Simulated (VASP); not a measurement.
Ni:

```xyz
1
Lattice="0.0000 1.7937 1.7937 1.7937 0.0000 1.7937 1.7937 1.7937 0.0000" Properties=species:S:1:pos:R:3 pbc="T T T"
Ni    0.0000    0.0000    0.0000
```

Base run:

```yaml
Program: VASP 6.6.1
Functional: PBE
Potentials_or_basis: VASP PAW PBE potentials, release 64 (Ni)
Cutoff: 520 eV
k_mesh: 24 × 24 × 24
Occupations: gaussian, width 0.15 eV
Spin: collinear spin, ferromagnetic start
Starting_moments: "[0.75] μB"
Fixed_moment: 0.75 μB
```

Its results: pressure -9.2 GPa; site moments Ni +0.76 μB.

**Question.** The run is repeated on the same cell with these changes: fixed moment from 0.75 μB to 1 μB; moments at the start from [0.75] to [1.0]. What comes out?

**Answer.** Pressure -7.0 GPa; site moments Ni +1.00 μB.

Caveats: the total moment is fixed, so each spin has its own Fermi level.
